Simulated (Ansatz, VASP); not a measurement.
**One calculation of Ru, two programs**

```
Ru
1.0
     2.68851    0.00000    0.00000
    -1.34425    2.32832    0.00000
     0.00000    0.00000    9.32283
Ru
4
Direct
  0.33333 0.66667 0.11191
  0.66667 0.33333 0.61191
  0.33333 0.66667 0.38809
  0.66667 0.33333 0.88809
```

Alike in both runs: functional PBE; k mesh 21 × 21 × 6; occupations gaussian, width 0.1 eV; no spin polarisation.

Ansatz relaxed the structure, and its values are those at the end. VASP's run is a single point on that final structure, the one shown.

|  | VASP | Ansatz |
| --- | --- | --- |
| version | VASP 6.6.1 | Ansatz 0.2.0 |
| potentials or method | VASP PAW PBE potentials, release 64 (Ru_pv), cutoff 520 eV | scalar-relativistic, plane waves, PAW |
| valence electrons in the cell | 56 | 64 |

|  | VASP | Ansatz | Ansatz less VASP |
| --- | --- | --- | --- |
| gap on the k mesh at the Fermi level (eV) | none | none | - |
| pressure (GPa) | 0.0 | 0.0 | +0.03 |
| rms of the force components (eV/Å) | 0.004 | 0.000 | -0.0032 |

A gap of «none» marks a metal or a gap that the smearing closes. With one functional, cell and mesh, what is left measures potentials, basis and numerics. VASP's potentials hold 56 valence electrons a cell and Ansatz's 64, so a difference there can come from the potentials and not from the codes.
